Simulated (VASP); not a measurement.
# Ga2As in VASP: a series of runs, part 2 of 2

VASP 6.6.1.

**3. Single point, PBE**

INCAR reads:

```
SYSTEM = Ga2As
PREC     = Accurate       ! precision mode
ENCUT    = 520            ! plane-wave cutoff, eV
EDIFF    = 1E-6           ! SCF threshold, eV
ISMEAR   = 0              ! smearing method
SIGMA    = 0.2            ! smearing width, eV
LREAL    = .False.        ! projectors in reciprocal space
LASPH    = .True.         ! aspherical terms in the spheres
NELM     = 60             ! most SCF steps
ALGO     = Fast           ! electronic algorithm
ISIF     = 2              ! what is computed and relaxed
LWAVE    = .False.        ! write WAVECAR
LCHARG   = .True.         ! write CHGCAR
GGA      = PE             ! functional
LELF     = .True.         ! ELF
LVHAR    = .True.       
NBANDS   = 40             ! bands
```

KPOINTS reads:

```
Automatic mesh
0
Gamma
  6 6 4
  0 0 0
```

POSCAR reads:

```
Ga2As
1.0
   -0.2982363030     -0.0089392105      4.0036310260
    4.0030833011     -0.0104382814     -0.3206912756
   -0.0147984166      7.6018454747     -0.0100151381
Ga As
4 2
Direct
    0.0866540443      0.6642389062      0.1957873788
   -0.1278316854      0.8755042405      0.5892283749
    0.5861979499      1.1661622927      0.3038957545
    0.3750647938      0.3753754792      0.9106353201
    0.2883770403      0.4592846417      0.5738723011
    0.7915378572     -0.0405655602     -0.0734191293
```

Potentials or basis: VASP PAW PBE potentials, release 64 (Ga_d, As).

The run is started by

```
> cat potpaw_PBE.64/Ga_d/POTCAR potpaw_PBE.64/As/POTCAR > POTCAR
> mpirun -np 1 vasp_std > vasp.out
```

OUTCAR:

```text
SYSTEM = Ga2As
   PREC = Accurate
   ENCUT = 520
   EDIFF = 1E-6
   ISMEAR = 0
   LREAL = .False.
   LASPH = .True.
   NELM = 60
   ISIF = 2
   GGA = PE

 ion  position               nearest neighbor table
   1  0.087  0.664  0.196-   6 2.73   3 2.74   3 2.74   4 2.79
   2  0.872  0.876  0.589-   5 2.54   6 2.61   5 2.66   5 2.66   3 2.79
   3  0.586  0.166  0.304-   5 2.73   1 2.74   1 2.74   2 2.79
   4  0.375  0.375  0.911-   6 2.54   5 2.61   6 2.66   6 2.67   1 2.79
   5  0.288  0.459  0.574-   2 2.54   4 2.61   2 2.66   2 2.66   3 2.73
   6  0.792  0.959  0.927-   4 2.54   2 2.61   4 2.66   4 2.67   1 2.73

  LATTYP: Found a triclinic cell.
 ALAT       =     4.0147336393
 B/A-ratio  =     1.5192220217
 C/A-ratio  =     3.2091416069
 COS(alpha) =     0.0001610620
 COS(beta)  =     0.5254135578
 COS(gamma) =     0.7594161811

  Lattice vectors:

 A1 = (   0.2982363030,   0.0089392105,  -4.0036310260)
 A2 = (   4.3013196041,  -0.0014990709,  -4.3243223016)
 A3 = (  -7.3948955796,  -7.5630904909,  -7.3558643627)

Analysis of symmetry for initial positions (statically):
=====================================================================
 Subroutine PRICEL returns:
 Original cell was already a primitive cell.

 Routine SETGRP: Setting up the symmetry group for a
 triclinic supercell.

 Subroutine GETGRP returns: Found  1 space group operations
 (whereof  1 operations were pure point group operations)
 out of a pool of  2 trial point group operations.

The static configuration has the point symmetry C_1 .

Analysis of symmetry for dynamics (positions and initial velocities):
=====================================================================
 Subroutine PRICEL returns:
 Original cell was already a primitive cell.
[... 135 lines left out ...]
     AMIX     =   0.40;   BMIX     =  1.00
     AMIX_MAG =   1.60;   BMIX_MAG =  1.00
  volume/ion in A,a.u.               =      20.18       136.21
  Fermi-wavevector in a.u.,A,eV,Ry     =   1.309636  2.474853 23.335980  1.715146
  Thomas-Fermi vector in A             =   2.440221
   LORBIT       =      0    0 simple, 1 ext, 2 COOP (PROOUT), +10 PAW based schemes
   GGA     = PE    functional components
   LHFCALC =     F    Hartree Fock is set to
   AEXX    =    0.0000 exact exchange contribution
   IVDW    =     0    specifies the selected vdW correction
   LEPSILON=     F    determine dielectric tensor
   LRPA    =     F    only Hartree local field effects (RPA)
 non-spin polarized calculation
 RMM-DIIS sequential band-by-band and
 Gauss-broadening in eV      SIGMA  =   0.20
  energy-cutoff  :      520.00
  volume of cell :      121.11
 maximum number of plane-waves:      3294
 NGX is ok and might be reduce to    30
   NGX = 15   NGY = 15   NGZ = 29

 number of electron      61.9999996 magnetization

 Free energy of the ion-electron system (eV)
  ---------------------------------------------------
  ext. energy  EPLUGINS =         0.00000000
  ---------------------------------------------------
  free energy    TOTEN  =       -21.10352170 eV

  energy without entropy =      -21.05629726  energy(sigma->0) =      -21.07990948

 E-fermi :   4.9497     XC(G=0): -10.4994

 val. band max:        4.9444106979   @ k =   0.1667  -0.1667   0.2500
 cond. band min:       4.9719884757   @ k =   0.0000   0.0000   0.0000
 fundamental gap:      0.0275777778
 Fermi energy:         4.9496597957

 k-point     1 :       0.0000    0.0000    0.0000
  band No.  band energies     occupation
      1      -9.9433      2.00000
      2      -9.9311      2.00000
      3      -9.8794      2.00000
      4      -9.8773      2.00000
      5      -9.8738      2.00000
      6      -9.8507      2.00000
[... 1021 lines left out ...]
     39      10.2531      0.00000
     40      10.2872      0.00000

 [... further k-points ...]

------------------------ aborting loop because EDIFF is reached ----------------------------------------

  FORCE on cell =-STRESS in cart. coord.  units (eV):
  Direction    XX          YY          ZZ          XY          YZ          ZX
  --------------------------------------------------------------------------------------
  -------------------------------------------------------------------------------------
  Total        0.1259650      0.1502690      0.1190057      0.0546931      0.0290631      0.0036812
  in kB        1.6664637      1.9879955      1.5743961      0.7235664      0.3844921      0.0487007
  external PRESSURE =       1.7429518 kB  Pullay stress =       0.0000000 kB

 VOLUME and BASIS-vectors are now :
 -----------------------------------------------------------------------------
  energy-cutoff  :      520.00
  volume of cell :      121.11
      direct lattice vectors                 reciprocal lattice vectors
    -0.298236303 -0.008939210  4.003631026     0.020130767  0.000370232  0.251273663
     4.003083301 -0.010438281 -0.320691276     0.251308581  0.000513884  0.018721489
    -0.014798417  7.601845475 -0.010015138     0.000368750  0.131548145  0.000321186

 POSITION                                       TOTAL-FORCE (eV/Angst)
 -----------------------------------------------------------------------------------
      2.63026      1.48064      0.13195        -0.006127      0.008438     -0.001675
      3.23588      4.46229      3.20517         0.002487     -0.005292      0.002243
      0.48584      2.30319      2.29059        -0.000555      0.001858      0.003645
      1.37733      6.91524      1.37212         0.004323      0.005282     -0.001559
      1.74406      4.35512      1.00152        -0.003575     -0.009010      0.006732
      3.59092      7.02663      2.85206         0.003447     -0.001276     -0.009387
 -----------------------------------------------------------------------------------
    total drift:                               -0.000121     -0.000016      0.000423

  FREE ENERGIE OF THE ION-ELECTRON SYSTEM (eV)
  ---------------------------------------------------
  free  energy   TOTEN  =       -21.1035216967 eV

  energy  without entropy=      -21.0562972566  energy(sigma->0) =      -21.07990948
```

stdout:

```text
POSCAR found type information on POSCAR GaAs
 POSCAR found :  2 types and       6 ions
 scaLAPACK will be used
 LDA part: xc-table for (Slater+PW92), standard interpolation
 POSCAR, INCAR and KPOINTS ok, starting setup
 FFT: planning ... GRIDC
 FFT: planning ... GRID_SOFT
 FFT: planning ... GRID
 WAVECAR not read
 entering main loop
```

Run time: 3.2 min. Hardware: 1 thread of Intel Xeon 6975P-C (Granite Rapids), shared host; peak memory 0.42 GiB.

Results:

```
Free energy            : -21.1035 eV
Pressure               : 0.2 GPa
Largest force          : 0.012 eV/Å
Band gap on the k mesh : zero (bands 31 and 32 overlap by 2.72 eV)
```

Forces on the atoms (eV/Å):
```
Ga  -0.006  0.008 -0.002
Ga   0.002 -0.005  0.002
Ga  -0.001  0.002  0.004
Ga   0.004  0.005 -0.002
As  -0.004 -0.009  0.007
As   0.003 -0.001 -0.009
```

Stress tensor (GPa, compression positive):
```
0.17 0.07 0.00
0.07 0.20 0.04
0.00 0.04 0.16
```

Levels at points of the mesh, in eV from the Fermi level:
| k point | band 29 | band 30 | band 31 | band 32 | band 33 | band 34 |
| --- | --- | --- | --- | --- | --- | --- |
| (0.00, 0.00, 0.00) | -1.24 | -0.80 | -0.41 | 0.02 | 0.72 | 1.06 |
| (0.50, 0.00, 0.00) | -0.31 | -0.27 | 0.56 | 0.59 | 1.95 | 1.96 |
| (0.00, 0.50, 0.00) | -0.31 | -0.27 | 0.56 | 0.58 | 1.96 | 1.96 |
| (0.50, 0.50, 0.00) | -3.24 | -3.18 | -2.82 | -1.38 | 2.16 | 2.25 |
| (0.00, 0.00, 0.50) | -1.88 | -1.35 | 0.10 | 0.92 | 1.70 | 2.43 |
| (0.50, 0.00, 0.50) | -1.34 | -1.32 | 1.26 | 1.28 | 1.86 | 1.90 |
| (0.00, 0.50, 0.50) | -1.33 | -1.33 | 1.27 | 1.27 | 1.88 | 1.89 |
| (0.50, 0.50, 0.50) | -1.90 | -1.81 | -1.50 | -0.96 | -0.70 | -0.44 |

**4. Single point, PBE**

INCAR reads:

```
PREC     = Accurate       # precision mode
ENCUT    = 520            # plane-wave cutoff, eV
EDIFF    = 1E-6           # SCF threshold, eV
ISMEAR   = 0              # smearing method
SIGMA    = 0.1            # smearing width, eV
LREAL    = False          # projectors in reciprocal space
LASPH    = True           # aspherical terms in the spheres
NELM     = 60             # most SCF steps
ALGO     = Fast           # electronic algorithm
ISIF     = 2              # what is computed and relaxed
LWAVE    = False          # write WAVECAR
LCHARG   = False          # write CHGCAR
GGA      = PE             # functional
NBANDS   = 40             # bands
```

KPOINTS reads:

```
regular mesh
0
Gamma
  6 10 10
```

POSCAR reads:

```
Ga2As
1.0
    7.6004230398      0.0000000000      0.0000000000
    0.0000000000      2.6118410903      3.0480677856
    0.0000000000     -2.6118410903      3.0480677856
Ga As
4 2
Direct
    0.5525884184      0.8349603053      0.3349603053
    0.1613835702      0.6237351327      0.1237351327
    0.4474115816      0.3349603053      0.8349603053
    0.8386164298      0.1237351327      0.6237351327
    0.1749234326      0.0391566190      0.5391566190
    0.8250765674      0.5391566190      0.0391566190
```

The run is started by

```
> cat potpaw_PBE.64/Ga_d/POTCAR potpaw_PBE.64/As/POTCAR > POTCAR
> mpirun -np 1 vasp_std > vasp.out
```

Wall time 18 min (1 thread of Oxide Virtual Turin-like, shared host); peak memory 0.53 GiB.

The run converged. Its results:

* Free energy: -21.0988 eV
* Pressure: 0.1 GPa
* Largest force: 0.014 eV/Å
* Band gap on the k mesh: zero (bands 31 and 32 overlap by 2.79 eV)

Forces on the atoms (eV/Å):
```
Ga  -0.007  0.000  0.000
Ga   0.011  0.000 -0.008
Ga   0.007  0.000  0.000
Ga  -0.011  0.000 -0.008
As   0.008  0.000  0.008
As  -0.008  0.000  0.008
```

Levels at points of the mesh, in eV from the Fermi level:
| k point | band 27 | band 28 | band 29 | band 30 | band 31 | band 32 | band 33 | band 34 | band 35 | band 36 |
| --- | --- | --- | --- | --- | --- | --- | --- | --- | --- | --- |
| (0.00, 0.00, 0.00) | -2.78 | -1.30 | -1.25 | -0.80 | -0.43 | -0.01 | 0.68 | 1.00 | 3.79 | 4.11 |
| (0.50, 0.00, 0.00) | -2.74 | -1.96 | -1.91 | -1.36 | 0.06 | 0.93 | 1.66 | 2.41 | 2.87 | 4.47 |
| (0.00, 0.50, 0.00) | -1.48 | -1.48 | -0.31 | -0.31 | 0.55 | 0.55 | 1.94 | 1.94 | 3.21 | 3.21 |
| (0.50, 0.50, 0.00) | -2.73 | -2.73 | -1.35 | -1.35 | 1.25 | 1.25 | 1.85 | 1.85 | 3.11 | 3.11 |
| (0.00, 0.50, 0.50) | -4.57 | -3.95 | -3.27 | -3.21 | -2.86 | -1.43 | 2.11 | 2.25 | 3.47 | 3.88 |
| (0.50, 0.50, 0.50) | -4.75 | -3.98 | -1.92 | -1.82 | -1.51 | -1.00 | -0.73 | -0.50 | 1.24 | 3.99 |

**5. The runs side by side**

```csv
cell,k mesh,smearing,gap on the mesh (eV),pressure (GPa),largest force (eV/Å)
"a = 7.602, b = 4.015, c = 4.015 Å, angles 81.2, 90.0, 90.0°, 6 atoms, atomic positions A",2 × 4 × 4,gaussian 0.1 eV,none,0.2,0.06
"a = 4.015, b = 4.016, c = 7.602 Å, angles 90.3, 90.2, 98.8°, 6 atoms, atomic positions B",6 × 6 × 4,gaussian 0.2 eV,none,0.2,0.01
"a = 7.600, b = 4.014, c = 4.014 Å, angles 81.2, 90.0, 90.0°, 6 atoms, atomic positions C",6 × 10 × 10,gaussian 0.1 eV,none,0.1,0.01
```

Alike in all rows: task single point; level PBE; potentials or basis VASP PAW PBE potentials, release 64 (Ga_d, As); no spin polarisation; cutoff (eV) 520.

Caveats: some runs use coarse meshes.

Absolute energies hang on the potentials; compare differences alone.

The gap in the log of VASP goes by the Fermi energy; the results here count the filled bands.